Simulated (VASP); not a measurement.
A run of VASP 6.6.1:

Contents of INCAR:

```
PREC     = Accurate       # precision mode
ENCUT    = 520            # plane-wave cutoff, eV
EDIFF    = 1E-6           # SCF threshold, eV
ISMEAR   = -1             # smearing method
SIGMA    = 0.02           # smearing width, eV
LREAL    = F              # projectors in reciprocal space
LASPH    = T              # aspherical terms in the spheres
NELM     = 60             # most SCF steps
ALGO     = Normal         # electronic algorithm
ISIF     = 2              # what is computed and relaxed
LWAVE    = F              # write WAVECAR
LCHARG   = F              # write CHGCAR
GGA      = PS             # functional
NBANDS   = 59             # bands
```

Contents of KPOINTS:

```
regular mesh
0
Gamma
  6 6 4
```

POSCAR

```
SiSn3O8
1.0
    3.2711059367     -3.2647951227      0.0000000000
    3.2711059367      3.2647951227      0.0000000000
    0.0000000000      0.0000000000      6.1745853842
Sn O Si
3 8 1
Direct
    0.5000000000      0.5000000000      0.2610634376
    0.0000000000      0.0000000000      0.0000000000
    0.5000000000      0.5000000000      0.7389365624
    0.1832697151      0.1832697151      0.2778477045
    0.8167302849      0.8167302849      0.2778477045
    0.6919917077      0.3080082923      0.0000000000
    0.3080082923      0.6919917077      0.0000000000
    0.1832697151      0.1832697151      0.7221522955
    0.8167302849      0.8167302849      0.7221522955
    0.7184444660      0.2815555340      0.5000000000
    0.2815555340      0.7184444660      0.5000000000
    0.0000000000      0.0000000000      0.5000000000
```

Potentials or basis: VASP PAW PBE potentials, release 64 (Sn_d, O, Si).

Run with:

```console
$ cat potpaw_PBE.64/Sn_d/POTCAR potpaw_PBE.64/O/POTCAR potpaw_PBE.64/Si/POTCAR > POTCAR
$ mpirun -np 1 vasp_std > vasp.out
```

Hardware: 1 thread of Intel Xeon 8259CL (shared host).

Estimate the wall time of this run.

It took 6.3 min on 1 thread of Intel Xeon 8259CL (shared host), peak memory 0.38 GiB. Counts: scf iterations 14, k points 39.
